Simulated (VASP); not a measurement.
# Bi2TeSe2 (R-3m) in VASP: notebook

Runs on Bi2TeSe2. Level: PBEsol. Tasks: single point.

Program: VASP 6.6.1. These are calculated values, not measurements. Logs are shortened: lines on timing, memory, paths and dates and some standing lists are left out, and cuts for length are marked.

## (1) The cell of the first run

Symmetry: R-3m, No. 166, trigonal system. The conventional cell has a = 4.183 Å, b = 4.183 Å, c = 29.137 Å, α = 90.00°, β = 90.00°, γ = 120.00°. Bi (site symmetry 3m) has 3 Se at 2.93 Å and 3 Te at 3.06 Å within 3.9 Å. Te (site symmetry -3m) has 6 Bi at 3.06 Å within 4.0 Å. Se (site symmetry 3m) has 3 Bi at 2.93 Å and 3 Se at 3.56 Å within 3.9 Å.

## (2) Single point, PBEsol

INCAR

```
PREC = Accurate
ENCUT = 520
EDIFF = 1E-7
ISMEAR = -1
SIGMA = 0.05
LREAL = F
LASPH = T
NELM = 60
ALGO = Normal
ISIF = 2
LWAVE = F
LCHARG = F
GGA = PS
NBANDS = 32
```

KPOINTS

```
Automatic mesh
0
Gamma
  7 7 7
```

POSCAR

```
Bi2TeSe2
1.0
    2.0915000000      1.2075280880      9.7123333333
   -2.0915000000      1.2075280880      9.7123333333
    0.0000000000     -2.4150561760      9.7123333333
Bi Te Se
2 1 2
Direct
    0.6019400000      0.6019400000      0.6019400000
    0.3980600000      0.3980600000      0.3980600000
    0.0000000000      0.0000000000      0.0000000000
    0.7884000000      0.7884000000      0.7884000000
    0.2116000000      0.2116000000      0.2116000000
```

Potentials or basis: VASP PAW PBE potentials, release 64 (Bi_d, Te, Se).

Command:

```
cat potpaw_PBE.64/Bi_d/POTCAR potpaw_PBE.64/Te/POTCAR potpaw_PBE.64/Se/POTCAR > POTCAR
mpirun -np 1 vasp_std > vasp.out
```

OUTCAR:

```text
PREC = Accurate
   ENCUT = 520
   EDIFF = 1E-7
   ISMEAR = -1
   LREAL = F
   LASPH = T
   NELM = 60
   ISIF = 2
   GGA = PS

 ion  position               nearest neighbor table
   1  0.602  0.602  0.602-   5 2.93   5 2.93   5 2.93   3 3.06   3 3.06   3 3.06
   2  0.398  0.398  0.398-   4 2.93   4 2.93   4 2.93   3 3.06   3 3.06   3 3.06
   3  0.000  0.000  0.000-   1 3.06   2 3.06   1 3.06   1 3.06   2 3.06   2 3.06
   4  0.788  0.788  0.788-   2 2.93   2 2.93   2 2.93
   5  0.212  0.212  0.212-   1 2.93   1 2.93   1 2.93

  LATTYP: Found a trigonal (rhomboedric) cell.
 ALAT       =    10.0080924811
 COS(alpha) =     0.9126539814

  Lattice vectors:

 A1 = (   2.0915000000,   1.2075280880,   9.7123333333)
 A2 = (  -2.0915000000,   1.2075280880,   9.7123333333)
 A3 = (   0.0000000000,  -2.4150561760,   9.7123333333)

Analysis of symmetry for initial positions (statically):
=====================================================================
 Subroutine PRICEL returns:
 Original cell was already a primitive cell.

 Routine SETGRP: Setting up the symmetry group for a
 trigonal (rhombohedral) supercell.

 Subroutine GETGRP returns: Found 12 space group operations
 (whereof 12 operations were pure point group operations)
 out of a pool of 12 trial point group operations.

The static configuration has the point symmetry D_3d.

Analysis of symmetry for dynamics (positions and initial velocities):
=====================================================================
 Subroutine PRICEL returns:
 Original cell was already a primitive cell.

 Routine SETGRP: Setting up the symmetry group for a
 trigonal (rhombohedral) supercell.

 Subroutine GETGRP returns: Found 12 space group operations
 (whereof 12 operations were pure point group operations)
 out of a pool of 12 trial point group operations.

The dynamic configuration has the point symmetry D_3d.

 Subroutine INISYM returns: Found 12 space group operations
 (whereof 12 operations are pure point group operations),
 and found     1 'primitive' translations

----------------------------------------------------------------------------------------

                                     Primitive cell

  volume of cell :     147.1736

  direct lattice vectors                    reciprocal lattice vectors
     2.091500000  1.207528088  9.712333333     0.239062874  0.138023014  0.034320623
    -2.091500000  1.207528088  9.712333333    -0.239062874  0.138023014  0.034320623
     0.000000000 -2.415056176  9.712333333     0.000000000 -0.276046029  0.034320623

  length of vectors
    10.008092481 10.008092481 10.008092481     0.278171377  0.278171377  0.278171377

  position of ions in fractional coordinates (direct lattice)
     0.601940000  0.601940000  0.601940000
     0.398060000  0.398060000  0.398060000
     0.000000000  0.000000000  0.000000000
     0.788400000  0.788400000  0.788400000
     0.211600000  0.211600000  0.211600000

  ion indices of the primitive-cell ions
   primitive index   ion index
                 1           1
                 2           2
                 3           3
                 4           4
                 5           5

----------------------------------------------------------------------------------------

 KPOINTS: Automatic mesh

Automatic generation of k-mesh.
 Grid dimensions read from file:
 generate k-points for:    7    7    7

 Generating k-lattice:

  Cartesian coordinates                     Fractional coordinates (reciprocal lattice)
     0.034151839  0.019717573  0.004902946     0.142857143 -0.000000000 -0.000000000
    -0.034151839  0.019717573  0.004902946    -0.000000000  0.142857143 -0.000000000
     0.000000000 -0.039435147  0.004902946    -0.000000000 -0.000000000  0.142857143

  Length of vectors
     0.039738768  0.039738768  0.039738768

  Shift w.r.t. Gamma in fractional coordinates (k-lattice)
     0.000000000  0.000000000  0.000000000

 Subroutine IBZKPT returns following result:
 ===========================================

 Found     44 irreducible k-points:

 Following reciprocal coordinates:
            Coordinates               Weight
  0.000000  0.000000  0.000000      1.000000
  0.142857  0.000000  0.000000      6.000000
  0.285714 -0.000000  0.000000      6.000000
  0.428571 -0.000000  0.000000      6.000000
  0.142857  0.142857  0.000000      6.000000
  0.285714  0.142857  0.000000     12.000000
[... 16 lines left out ...]
  0.285714  0.285714  0.142857      6.000000
  0.428571  0.285714  0.142857     12.000000
 [... further k-points ...]
   k-points           NKPTS =     44   k-points in BZ     NKDIM =     44   number of bands    NBANDS=     32
   number of dos      NEDOS =    301   number of ions     NIONS =      5
   total plane-waves  NPLWV = 512000
   dimension x,y,z NGX =    80 NGY =   80 NGZ =   80
   dimension x,y,z NGXF=   160 NGYF=  160 NGZF=  160
   ions per type =               2   1   2
   NGX,Y,Z   is equivalent  to a cutoff of  13.29, 13.29, 13.29 a.u.
   NGXF,Y,Z  is equivalent  to a cutoff of  26.58, 26.58, 26.58 a.u.
 SYSTEM =  unknown system
   PREC   = accura    normal or accurate (medium, high low for compatibility)
   ISTART =      0    job   : 0-new  1-cont  2-samecut
   ICHARG =      2    charge: 1-file 2-atom 10-const
   ISPIN  =      1    spin polarized calculation?
   LNONCOLLINEAR =      F non collinear calculations
   LSORBIT =      F    spin-orbit coupling
   LASPH  =      T    aspherical Exc in radial PAW
   ENCUT  =  520.0 eV  38.22 Ry    6.18 a.u.  18.61 18.61 18.61*2*pi/ulx,y,z
   NELM   =     60;   NELMIN=  2; NELMDL= -5     # of ELM steps
   EDIFF  = 0.1E-06   stopping-criterion for ELM
   LREAL  =      F    real-space projection
   EDIFFG = 0.1E-05   stopping-criterion for IOM
   NSW    =      0    number of steps for IOM
   IBRION =     -1    ionic relax: 0-MD 1-quasi-New 2-CG
   NFREE  =      0    steps in history (QN), initial steepest desc. (CG)
   ISIF   =      2    stress and relaxation
   ISYM   =      2    0-nonsym 1-usesym 2-fastsym
   POTIM  = 0.5000    time-step for ionic-motion
   TEBEG  =    0.0;   TEEND  =   0.0 temperature during run
   PSTRESS=    0.0 pullay stress
   NELECT =      48.0000    total number of electrons
   NUPDOWN=      -1.0000    fix difference up-down
   EMIN   =  10.00;   EMAX   =-10.00  energy-range for DOS
   EFERMI =   0.00;   METHOD = LEGACY
   ISMEAR =    -1;   SIGMA  =   0.05  broadening in eV -4-tet -1-fermi 0-gaus
   EFERMI_NEDOS =   21; number of points for ismear=-14 and -15
   IALGO  =     38    algorithm
   IMIX   =      4    mixing-type and parameters
     AMIX     =   0.40;   BMIX     =  1.00
     AMIX_MAG =   1.60;   BMIX_MAG =  1.00
  volume/ion in A,a.u.               =      29.43       198.64
  Fermi-wavevector in a.u.,A,eV,Ry     =   1.126882  2.129499 17.277548  1.269864
  Thomas-Fermi vector in A             =   2.263566
   LORBIT       =      0    0 simple, 1 ext, 2 COOP (PROOUT), +10 PAW based schemes
   GGA     = PS    functional components
   LHFCALC =     F    Hartree Fock is set to
   AEXX    =    0.0000 exact exchange contribution
   IVDW    =     0    specifies the selected vdW correction
   LEPSILON=     F    determine dielectric tensor
   LRPA    =     F    only Hartree local field effects (RPA)
 non-spin polarized calculation
  energy-cutoff  :      520.00
  volume of cell :      147.17
 maximum number of plane-waves:      3978
 NGX is ok and might be reduce to    80
   NGX = 37   NGY = 37   NGZ = 37

 number of electron      47.9999997 magnetization

 Free energy of the ion-electron system (eV)
  ---------------------------------------------------
  ext. energy  EPLUGINS =         0.00000000
  ---------------------------------------------------
  free energy    TOTEN  =       -20.97807581 eV

  energy without entropy =      -20.97800699  energy(sigma->0) =      -20.97804140

 E-fermi :   5.6464     XC(G=0):  -9.7031

 val. band max:        5.4232879954   @ k =   0.0000   0.0000   0.0000
 cond. band min:       5.8529166335   @ k =   0.0000   0.0000   0.0000
 fundamental gap:      0.4296286380
 Fermi energy:         5.6464063686

 k-point     1 :       0.0000    0.0000    0.0000
  band No.  band energies     occupation
      1     -17.5671      2.00000
      2     -17.5671      2.00000
      3     -17.5627      2.00000
      4     -17.5627      2.00000
      5     -17.5548      2.00000
      6     -17.5520      2.00000
[... 24 lines left out ...]
     31      10.7771      0.00000
     32      11.6260      0.00000

 k-point     2 :       0.1429    0.0000    0.0000
  band No.  band energies     occupation
      1     -17.5704      2.00000
      2     -17.5653      2.00000
      3     -17.5636      2.00000
      4     -17.5593      2.00000
      5     -17.5527      2.00000
      6     -17.5507      2.00000
[... 24 lines left out ...]
     31      10.0772      0.00000
     32      10.9541      0.00000

 k-point     3 :       0.2857   -0.0000    0.0000
  band No.  band energies     occupation
      1     -17.5792      2.00000
      2     -17.5724      2.00000
      3     -17.5597      2.00000
      4     -17.5555      2.00000
      5     -17.5541      2.00000
      6     -17.5498      2.00000
[... 24 lines left out ...]
     31      10.1165      0.00000
     32      11.6332      0.00000

 k-point     4 :       0.4286   -0.0000    0.0000
  band No.  band energies     occupation
      1     -17.5870      2.00000
      2     -17.5786      2.00000
      3     -17.5598      2.00000
      4     -17.5584      2.00000
      5     -17.5525      2.00000
      6     -17.5519      2.00000
[... 654 lines left out ...]
     31       9.8890      0.00000
     32      11.6675      0.00000

 k-point    23 :       0.2857    0.2857    0.1429
  band No.  band energies     occupation
      1     -17.5704      2.00000
      2     -17.5653      2.00000
      3     -17.5636      2.00000
      4     -17.5593      2.00000
      5     -17.5528      2.00000
      6     -17.5507      2.00000
[... 24 lines left out ...]
     31      10.2665      0.00000
     32      10.8829      0.00000

 k-point    24 :       0.4286    0.2857    0.1429
  band No.  band energies     occupation
      1     -17.5746      2.00000
      2     -17.5695      2.00000
      3     -17.5596      2.00000
      4     -17.5588      2.00000
      5     -17.5519      2.00000
      6     -17.5509      2.00000
[... 24 lines left out ...]
     31      10.0526      0.00000
     32      10.4335      0.00000

 [... further k-points ...]
[... 5 lines left out ...]
  --------------------------------------------------------------------------------------
  -------------------------------------------------------------------------------------
  Total        1.6560591      1.6560591      1.9197662      0.0000000     -0.0000000      0.0000000
  in kB       18.0283709     18.0283709     20.8991669      0.0000000     -0.0000000      0.0000000
  external PRESSURE =      18.9853029 kB  Pullay stress =       0.0000000 kB

 VOLUME and BASIS-vectors are now :
 -----------------------------------------------------------------------------
  energy-cutoff  :      520.00
  volume of cell :      147.17
      direct lattice vectors                 reciprocal lattice vectors
     2.091500000  1.207528088  9.712333333     0.239062874  0.138023014  0.034320623
    -2.091500000  1.207528088  9.712333333    -0.239062874  0.138023014  0.034320623
     0.000000000 -2.415056176  9.712333333     0.000000000 -0.276046029  0.034320623

 POSITION                                       TOTAL-FORCE (eV/Angst)
 -----------------------------------------------------------------------------------
      0.00000      0.00000     17.53873        -0.000000      0.000000     -1.788095
      0.00000      0.00000     11.59827        -0.000000     -0.000000      1.788095
      0.00000      0.00000      0.00000         0.000000     -0.000000     -0.000000
      0.00000      0.00000     22.97161        -0.000000      0.000000     -0.551442
      0.00000      0.00000      6.16539        -0.000000      0.000000      0.551442
 -----------------------------------------------------------------------------------
    total drift:                               -0.000000     -0.000000     -0.000000

  FREE ENERGIE OF THE ION-ELECTRON SYSTEM (eV)
  ---------------------------------------------------
  free  energy   TOTEN  =       -20.9780758050 eV

  energy  without entropy=      -20.9780069878  energy(sigma->0) =      -20.97804140
```

Wall time 18 min (1 thread of AMD EPYC 9R45 (Zen 5), shared host); peak memory 0.97 GiB.

What came out:

| Property | Result |
| --- | --- |
| Free energy | -20.9781 eV |
| Pressure | 1.9 GPa |
| Largest force | 1.788 eV/Å |
| Band gap on the k mesh | 0.43 eV |

Forces on the atoms (eV/Å):
```
Bi   0.000  0.000 -1.788
Bi   0.000  0.000  1.788
Te   0.000  0.000  0.000
Se   0.000  0.000 -0.551
Se   0.000  0.000  0.551
```

Levels at points of the mesh, in eV from the valence-band top:
```csv
k point,band 20,band 21,band 22,band 23,band 24,band 25,band 26,band 27,band 28,band 29
"(0.00, 0.00, 0.00)",-1.53,-1.53,-0.93,-0.93,0.00,0.43,1.00,1.00,2.23,2.68
```

Caveat: the PAW data sets were made with another functional, which shifts forces and pressure a little; spin-orbit coupling is left out, which moves the levels of the heavy elements. A k mesh can miss the band edges.

## (3) Single point, PBEsol

This run uses another cell than the first one, of 29.83 Å³/atom.

INCAR

```
PREC     = Accurate       # precision mode
ENCUT    = 520            # plane-wave cutoff, eV
EDIFF    = 1E-7           # SCF threshold, eV
ISMEAR   = -1             # smearing method
SIGMA    = 0.05           # smearing width, eV
LREAL    = F              # projectors in reciprocal space
LASPH    = T              # aspherical terms in the spheres
NELM     = 100            # most SCF steps
ALGO     = Normal         # electronic algorithm
ISIF     = 2              # what is computed and relaxed
LWAVE    = F              # write WAVECAR
LCHARG   = F              # write CHGCAR
GGA      = PS             # functional
NBANDS   = 32             # bands
```

KPOINTS

```
regular mesh
0
Gamma
  7 7 7
```

POSCAR

```
Bi2TeSe2
1.0
    2.1100603802      1.2182439285      9.6688958772
   -2.1100603802      1.2182439285      9.6688958772
    0.0000000000     -2.4364878570      9.6688958772
Bi Te Se
2 1 2
Direct
    0.5942442282      0.5942442282      0.5942442282
    0.4057557718      0.4057557718      0.4057557718
    0.0000000000      0.0000000000      0.0000000000
    0.7914082513      0.7914082513      0.7914082513
    0.2085917487      0.2085917487      0.2085917487
```

Potentials or basis: VASP PAW PBE potentials, release 64 (Bi_d, Te, Se).

Command:

```
cat potpaw_PBE.64/Bi_d/POTCAR potpaw_PBE.64/Te/POTCAR potpaw_PBE.64/Se/POTCAR > POTCAR
mpirun -np 1 vasp_std > vasp.out
```

Run time: 14 min. Hardware: 1 thread of AMD EPYC 9R45 (Zen 5), shared host; peak memory 1 GiB.

The run converged. Its results:

```yaml
Free_energy: -21.3237 eV
Pressure: 0.0 GPa
Largest_force: 0.015 eV/Å
Band_gap_on_the_k_mesh: 0.50 eV
```

Forces in eV/Å, atoms in the order of the input:
```
Bi   0.000  0.000  0.009
Bi   0.000  0.000 -0.009
Te   0.000  0.000  0.000
Se   0.000  0.000  0.015
Se   0.000  0.000 -0.015
```

Levels at points of the mesh, in eV from the valence-band top:
```
           k point  band 20  band 21  band 22  band 23  band 24  band 25  band 26  band 27  band 28  band 29
(0.00, 0.00, 0.00)    -1.78    -1.78    -0.69    -0.69     0.00     0.50     1.16     1.16     2.22     2.56
```

Caveat: the PAW data sets were made with another functional, which shifts forces and pressure a little; spin-orbit coupling is left out, which moves the levels of the heavy elements. As with any semilocal functional, this PBEsol gap is likely too small.
